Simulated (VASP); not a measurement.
# PbSe (Fm-3m) in VASP: notebook, part 3 of 4

VASP 6.6.1. Earlier steps stand in the parts before.

### Step 4. Single point, BLYP+D3(BJ)

This run uses another cell than the first one, of 29.17 Å³/atom, 1.020 times its volume.

Contents of INCAR:

```
SYSTEM = PbSe
PREC = Accurate
ENCUT = 520
EDIFF = 1E-6
ISMEAR = 0
SIGMA = 0.05
LREAL = .False.
LASPH = .True.
NELM = 100
ALGO = Normal
ISIF = 2
LWAVE = .False.
LCHARG = .False.
GGA = B5
ALDAX = 1.0
AGGAX = 1.0
AGGAC = 1.0
ALDAC = 0.0
IVDW = 12
VDW_S6 = 1.0
VDW_S8 = 2.6996
VDW_A1 = 0.4298
VDW_A2 = 4.2359
NBANDS = 17
```

Contents of KPOINTS:

```
regular mesh
0
Gamma
  6 6 6
  0 0 0
```

Contents of POSCAR:

```
PbSe
1.0
    0.0000000000      3.0784318861      3.0784318861
    3.0784318861      0.0000000000      3.0784318861
    3.0784318861      3.0784318861      0.0000000000
Pb Se
1 1
Direct
    0.5000000000      0.5000000000      0.5000000000
    0.0000000000      0.0000000000      0.0000000000
```

Potentials or basis: VASP PAW PBE potentials, release 64 (Pb_d, Se).

On the command line:

```bash
cat potpaw_PBE.64/Pb_d/POTCAR potpaw_PBE.64/Se/POTCAR > POTCAR
mpirun -np 1 vasp_std > vasp.out
```

OUTCAR:

```text
SYSTEM = PbSe
   PREC = Accurate
   ENCUT = 520
   EDIFF = 1E-6
   ISMEAR = 0
   LREAL = .False.
   LASPH = .True.
   NELM = 100
   ISIF = 2
   GGA = B5
   IVDW = 12
 IVDW          = 12

 ion  position               nearest neighbor table
   1  0.500  0.500  0.500-   2 3.08   2 3.08   2 3.08   2 3.08   2 3.08   2 3.08
   2  0.000  0.000  0.000-   1 3.08   1 3.08   1 3.08   1 3.08   1 3.08   1 3.08

  LATTYP: Found a face centered cubic cell.
 ALAT       =     6.1568637722

  Lattice vectors:

 A1 = (   0.0000000000,   3.0784318861,   3.0784318861)
 A2 = (   3.0784318861,   0.0000000000,   3.0784318861)
 A3 = (   3.0784318861,   3.0784318861,   0.0000000000)

Analysis of symmetry for initial positions (statically):
=====================================================================
 Subroutine PRICEL returns:
 Original cell was already a primitive cell.

 Routine SETGRP: Setting up the symmetry group for a
 face centered cubic supercell.

 Subroutine GETGRP returns: Found 48 space group operations
 (whereof 48 operations were pure point group operations)
 out of a pool of 48 trial point group operations.

The static configuration has the point symmetry O_h .

Analysis of symmetry for dynamics (positions and initial velocities):
=====================================================================
 Subroutine PRICEL returns:
 Original cell was already a primitive cell.

 Routine SETGRP: Setting up the symmetry group for a
 face centered cubic supercell.

 Subroutine GETGRP returns: Found 48 space group operations
 (whereof 48 operations were pure point group operations)
 out of a pool of 48 trial point group operations.

The dynamic configuration has the point symmetry O_h .

 Subroutine INISYM returns: Found 48 space group operations
 (whereof 48 operations are pure point group operations),
 and found     1 'primitive' translations

----------------------------------------------------------------------------------------

                                     Primitive cell

  volume of cell :      58.3470

  direct lattice vectors                    reciprocal lattice vectors
     0.000000000  3.078431886  3.078431886    -0.162420355  0.162420355  0.162420355
     3.078431886  0.000000000  3.078431886     0.162420355 -0.162420355  0.162420355
     3.078431886  3.078431886  0.000000000     0.162420355  0.162420355 -0.162420355

  length of vectors
     4.353560124  4.353560124  4.353560124     0.281320307  0.281320307  0.281320307

  position of ions in fractional coordinates (direct lattice)
     0.500000000  0.500000000  0.500000000
     0.000000000  0.000000000  0.000000000

  ion indices of the primitive-cell ions
   primitive index   ion index
                 1           1
                 2           2

----------------------------------------------------------------------------------------

 KPOINTS: regular mesh

Automatic generation of k-mesh.
 Grid dimensions read from file:
 generate k-points for:    6    6    6

 Generating k-lattice:

  Cartesian coordinates                     Fractional coordinates (reciprocal lattice)
    -0.027070059  0.027070059  0.027070059     0.166666667  0.000000000  0.000000000
     0.027070059 -0.027070059  0.027070059     0.000000000  0.166666667  0.000000000
     0.027070059  0.027070059 -0.027070059     0.000000000  0.000000000  0.166666667

  Length of vectors
     0.046886718  0.046886718  0.046886718

  Shift w.r.t. Gamma in fractional coordinates (k-lattice)
     0.000000000  0.000000000  0.000000000

 Subroutine IBZKPT returns following result:
 ===========================================

 Found     16 irreducible k-points:

 Following reciprocal coordinates:
            Coordinates               Weight
  0.000000  0.000000  0.000000      1.000000
  0.166667  0.000000  0.000000      8.000000
  0.333333  0.000000  0.000000      8.000000
  0.500000  0.000000  0.000000      4.000000
  0.166667  0.166667  0.000000      6.000000
  0.333333  0.166667  0.000000     24.000000
[... 8 lines left out ...]
 -0.333333  0.333333  0.166667     24.000000
 -0.333333  0.500000  0.166667     12.000000
   k-points           NKPTS =     16   k-points in BZ     NKDIM =     16   number of bands    NBANDS=     17
   number of dos      NEDOS =    301   number of ions     NIONS =      2
   total plane-waves  NPLWV =  32768
   dimension x,y,z NGX =    32 NGY =   32 NGZ =   32
   dimension x,y,z NGXF=    64 NGYF=   64 NGZF=   64
   ions per type =               1   1
   NGX,Y,Z   is equivalent  to a cutoff of  12.22, 12.22, 12.22 a.u.
   NGXF,Y,Z  is equivalent  to a cutoff of  24.44, 24.44, 24.44 a.u.
 SYSTEM =  PbSe
   PREC   = accura    normal or accurate (medium, high low for compatibility)
   ISTART =      0    job   : 0-new  1-cont  2-samecut
   ICHARG =      2    charge: 1-file 2-atom 10-const
   ISPIN  =      1    spin polarized calculation?
   LNONCOLLINEAR =      F non collinear calculations
   LSORBIT =      F    spin-orbit coupling
   LASPH  =      T    aspherical Exc in radial PAW
   ENCUT  =  520.0 eV  38.22 Ry    6.18 a.u.   8.09  8.09  8.09*2*pi/ulx,y,z
   NELM   =    100;   NELMIN=  2; NELMDL= -5     # of ELM steps
   EDIFF  = 0.1E-05   stopping-criterion for ELM
   LREAL  =      F    real-space projection
   EDIFFG = 0.1E-04   stopping-criterion for IOM
   NSW    =      0    number of steps for IOM
   IBRION =     -1    ionic relax: 0-MD 1-quasi-New 2-CG
   NFREE  =      0    steps in history (QN), initial steepest desc. (CG)
   ISIF   =      2    stress and relaxation
   ISYM   =      2    0-nonsym 1-usesym 2-fastsym
   POTIM  = 0.5000    time-step for ionic-motion
   TEBEG  =    0.0;   TEEND  =   0.0 temperature during run
   PSTRESS=    0.0 pullay stress
   NELECT =      20.0000    total number of electrons
   NUPDOWN=      -1.0000    fix difference up-down
   EMIN   =  10.00;   EMAX   =-10.00  energy-range for DOS
   EFERMI =   0.00;   METHOD = LEGACY
   ISMEAR =     0;   SIGMA  =   0.05  broadening in eV -4-tet -1-fermi 0-gaus
   EFERMI_NEDOS =   21; number of points for ismear=-14 and -15
   IALGO  =     38    algorithm
   IMIX   =      4    mixing-type and parameters
     AMIX     =   0.40;   BMIX     =  1.00
     AMIX_MAG =   1.60;   BMIX_MAG =  1.00
  volume/ion in A,a.u.               =      29.17       196.87
  Fermi-wavevector in a.u.,A,eV,Ry     =   1.145720  2.165097 17.860028  1.312675
  Thomas-Fermi vector in A             =   2.282408
   LORBIT       =      0    0 simple, 1 ext, 2 COOP (PROOUT), +10 PAW based schemes
   GGA     = B5    functional components
   LHFCALC =     F    Hartree Fock is set to
   AEXX    =    0.0000 exact exchange contribution
   IVDW    =    12    specifies the selected vdW correction
   LEPSILON=     F    determine dielectric tensor
   LRPA    =     F    only Hartree local field effects (RPA)
 non-spin polarized calculation
 Gauss-broadening in eV      SIGMA  =   0.05
  energy-cutoff  :      520.00
  volume of cell :       58.35
 maximum number of plane-waves:      1591
   NGX = 17   NGY = 17   NGZ = 17

 number of electron      19.9999994 magnetization

 Free energy of the ion-electron system (eV)
  ---------------------------------------------------
  ext. energy  EPLUGINS =         0.00000000
  ---------------------------------------------------
  free energy    TOTEN  =        -7.06549205 eV

  energy without entropy =       -7.06549205  energy(sigma->0) =       -7.06549205

 E-fermi :   5.4871     XC(G=0):  -8.8729

 val. band max:        5.2700178717   @ k =   0.5000   0.0000   0.0000
 cond. band min:       5.7172884660   @ k =   0.5000   0.0000   0.0000
 fundamental gap:      0.4472705943
 Fermi energy:         5.4870966900

 k-point     1 :       0.0000    0.0000    0.0000
  band No.  band energies     occupation
      1     -11.5282      2.00000
      2     -11.5282      2.00000
      3     -11.5282      2.00000
      4     -11.5274      2.00000
      5     -11.5274      2.00000
      6      -8.1626      2.00000
[... 9 lines left out ...]
     16      12.0516      0.00000
     17      13.9321      0.00000
[... 281 lines left out ...]
 k-point    16 :      -0.3333    0.5000    0.1667
  band No.  band energies     occupation
      1     -11.6202      2.00000
      2     -11.5308      2.00000
      3     -11.5220      2.00000
      4     -11.5019      2.00000
      5     -11.4868      2.00000
      6      -6.7861      2.00000
[... 9 lines left out ...]
     16      17.0264      0.00000
     17      18.0223      0.00000

------------------------ aborting loop because EDIFF is reached ----------------------------------------

 Edisp (eV)   -1.70060

 E8    (eV) :    -1.2894

  FORCE on cell =-STRESS in cart. coord.  units (eV):
  Direction    XX          YY          ZZ          XY          YZ          ZX
  --------------------------------------------------------------------------------------
  -------------------------------------------------------------------------------------
  Total       0.06106     0.06106     0.06106     0.00000    -0.00000    -0.00000
  in kB       1.67654     1.67654     1.67654     0.00000    -0.00000    -0.00000
  external pressure =        1.68 kB  Pullay stress =        0.00 kB

 VOLUME and BASIS-vectors are now :
 -----------------------------------------------------------------------------
  energy-cutoff  :      520.00
  volume of cell :       58.35
      direct lattice vectors                 reciprocal lattice vectors
     0.000000000  3.078431886  3.078431886    -0.162420355  0.162420355  0.162420355
     3.078431886  0.000000000  3.078431886     0.162420355 -0.162420355  0.162420355
     3.078431886  3.078431886  0.000000000     0.162420355  0.162420355 -0.162420355

 POSITION                                       TOTAL-FORCE (eV/Angst)
 -----------------------------------------------------------------------------------
      3.07843      3.07843      3.07843         0.000000      0.000000      0.000000
      0.00000      0.00000      0.00000        -0.000000     -0.000000     -0.000000
 -----------------------------------------------------------------------------------
    total drift:                                0.000000     -0.000000      0.000000

  FREE ENERGIE OF THE ION-ELECTRON SYSTEM (eV)
  ---------------------------------------------------
  free  energy   TOTEN  =        -8.7660917273 eV

  energy  without entropy=       -8.7660917273  energy(sigma->0) =       -8.76609173
```

Run time: 18 s. Hardware: 1 thread of AMD EPYC 7R13 (Zen 3), shared host; peak memory 0.16 GiB.

Results:

- Free energy: -8.7661 eV
- Pressure: 0.2 GPa
- Band gap on the k mesh: 0.45 eV, direct
- Dispersion energy per atom: -0.850 eV

Levels at points of the mesh, in eV from the valence-band top:
```tsv
k point	band 7	band 8	band 9	band 10	band 11	band 12	band 13	band 14
(0.00, 0.00, 0.00)	-6.42	-1.78	-1.78	-1.78	4.59	4.59	4.59	6.78
(0.50, 0.00, 0.00)	-8.75	-1.36	-1.36	0.00	0.45	1.74	1.74	8.87
(0.50, 0.50, 0.00)	-7.45	-4.74	-3.08	-3.08	4.10	5.47	5.47	5.97
```

Caveat: the PAW data sets were made with another functional, which shifts forces and pressure a little; spin-orbit coupling is left out, which moves the levels of the heavy elements.

(Part 3 of 4 ends here.)
